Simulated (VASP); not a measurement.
Fe3Ge:

```
Fe Ge
1.0
     3.72052    0.00000    0.00000
     0.00000    3.72052    0.00000
     0.00000    0.00000    3.72052
Fe Ge
3 1
Direct
  0.00000 0.50000 0.50000
  0.50000 0.50000 0.00000
  0.50000 0.00000 0.50000
  0.00000 0.00000 0.00000
```

Base run:

- Program: VASP 6.6.1
- Functional: PBEsol
- Potentials or basis: VASP PAW PBE potentials, release 64 (Fe, Ge_d)
- Cutoff: 520 eV
- k mesh: 9 × 9 × 9
- Occupations: fermi-dirac, width 0.03 eV
- Spin: collinear spin, ferromagnetic start
- Starting moments: [0.75, 0.75, 0.75, 0.0] μB

Its results: pressure -16.3 GPa; net moment 6.91 μB per cell; site moments Fe +2.35; Ge -0.13 μB.

Q: The run is repeated on the same cell with these changes: occupations from fermi-dirac, width 0.03 eV to tetrahedron. What comes out?

A: Pressure -17.5 GPa; net moment 6.64 μB per cell; site moments Fe +2.26; Ge -0.14 μB.

Caveats: the cell stands under tension; the PAW data sets were made with another functional, which shifts forces and pressure a little; tetrahedron occupations give inexact forces and stress in metals (at least some runs).
